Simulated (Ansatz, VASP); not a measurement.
One calculation of AlCo, two programs

The input INCAR:

```
PREC = Accurate
ENCUT = 520
EDIFF = 1E-7
ISMEAR = 0
SIGMA = 0.1
LREAL = False
LASPH = True
NELM = 60
ALGO = Normal
ISIF = 2
LWAVE = False
LCHARG = False
GGA = PE
NBANDS = 13
```

The input KPOINTS:

```
regular mesh
0
Gamma
  18 18 18
```

File POSCAR:

```
AlCo
1.0
    2.8519024094      0.0000000000      0.0000000000
    0.0000000000      2.8519024094      0.0000000000
    0.0000000000      0.0000000000      2.8519024094
Al Co
1 1
Direct
    0.0000000000      0.0000000000      0.0000000000
    0.5000000000      0.5000000000      0.5000000000
```

Input for Ansatz:

```yaml
crystal:
  lattice:
    - [2.8519023816, 0.0, 0.0]
    - [0.0, 2.8519023816, 0.0]
    - [0.0, 0.0, 2.8519023816]
  atoms:
    - { symbol: Al, position: [0.0, 0.0, 0.0] }
    - { symbol: Co, position: [0.5, 0.5, 0.5] }
basis:
  ecutwfc: 420
kpoints:
  mp_grid: { grid: [18, 18, 18] }
hamiltonian:
  xc: pbe
scf:
  occupations: { method: gaussian, width: 0.1 }
output:
  forces: true
  stress: true
  eigenvalues: true
```

Alike in both runs: task single point; functional PBE; k mesh 18 × 18 × 18; occupations gaussian, width 0.1 eV; no spin polarisation.

|  | VASP | Ansatz |
| --- | --- | --- |
| version | VASP 6.6.1 | Ansatz 0.2.0 |
| potentials or method | VASP PAW PBE potentials, release 64 (Al, Co), cutoff 520 eV | scalar-relativistic, plane waves, PAW |
| valence electrons in the cell | 12 | 20 |

|  | VASP | Ansatz | Ansatz less VASP |
| --- | --- | --- | --- |
| gap on the k mesh at the Fermi level (eV) | none | none | - |
| pressure (GPa) | 0.0 | 0.0 | +0.01 |

A gap of «none» marks a metal or a gap that the smearing closes. The functional is the same, so the differences come from potentials, cutoffs and numerics. VASP's potentials hold 12 valence electrons a cell and Ansatz's 20, so a difference there can come from the potentials and not from the codes.
